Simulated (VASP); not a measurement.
Cd, 1 atom in the cell. The structure is cubic, space group Fm-3m (No. 225). The conventional cell has a = 3.396 Å, b = 3.396 Å, c = 3.396 Å, α = 90.00°, β = 90.00°, γ = 90.00°. Within 3.2 Å of Cd (site symmetry m-3m) lie 12 Cd at 2.40 Å.  This cell differs from its parent crystal: volume scaled by 0.43.

```yaml
Program: VASP 6.6.1
Task: single point
Functional: PBE
Potentials_or_basis: VASP PAW PBE potentials, release 64 (Cd)
Cutoff: 520 eV
k_mesh: 14 × 14 × 14
Occupations: fermi-dirac, width 0.08 eV
Spin: no spin polarisation
Dipole_correction: no
Further_INCAR_settings: ALGO = Normal; EDIFF = 1e-06; NBANDS = 12
```

Potentials or basis: VASP PAW PBE potentials, release 64 (Cd).

Command:

```bash
$ cat potpaw_PBE.64/Cd/POTCAR > POTCAR
$ mpirun -np 1 vasp_std > vasp.out
```

Hardware: 1 thread of Intel(R) Xeon(R) Platinum 8375C CPU @ 2.90GHz (Ice Lake), on a shared host.

Q: How long does it take, and how much memory?

A: It took 6.9 s on 1 thread of Intel(R) Xeon(R) Platinum 8375C CPU @ 2.90GHz (Ice Lake), with other jobs on the host, peak memory 0.12 GiB. Counts: scf iterations 11, k points 104.
